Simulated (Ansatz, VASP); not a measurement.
# NaSnS3: VASP beside Ansatz

```
Na Sn S
1.0
     3.61218    2.08549    5.10150
    -3.61218    2.08549    5.10150
     0.00000   -4.17099    5.10150
Na Sn S
2 2 6
Direct
  0.75000 0.75000 0.75000
  0.25000 0.25000 0.25000
  0.50000 0.50000 0.50000
  0.00000 0.00000 0.00000
  0.13443 0.36557 0.75000
  0.36557 0.75000 0.13443
  0.86557 0.63443 0.25000
  0.25000 0.86557 0.63443
  0.63443 0.25000 0.86557
  0.75000 0.13443 0.36557
```

Alike in both runs: functional PBE; k mesh 6 × 6 × 6; occupations gaussian, width 0.1 eV; no spin polarisation.

Ansatz relaxed the structure, and its values are those at the end. VASP's run is a single point on that final structure, the one shown.

|  | VASP | Ansatz |
| --- | --- | --- |
| version | VASP 6.6.1 | Ansatz 0.2.0 |
| potentials or method | VASP PAW PBE potentials, release 64 (Na_pv, Sn_d, S), cutoff 520 eV | scalar-relativistic, plane waves, PAW |
| valence electrons in the cell | 78 | 82 |

```csv
,VASP,Ansatz,Ansatz less VASP
gap on the k mesh at the Fermi level (eV),none,none,-
pressure (GPa),-0.1,0.0,+0.08
```

A gap of «none» marks a metal or a gap that the smearing closes. With one functional, cell and mesh, what is left measures potentials, basis and numerics. VASP's potentials hold 78 valence electrons a cell and Ansatz's 82, so a difference there can come from the potentials and not from the codes.
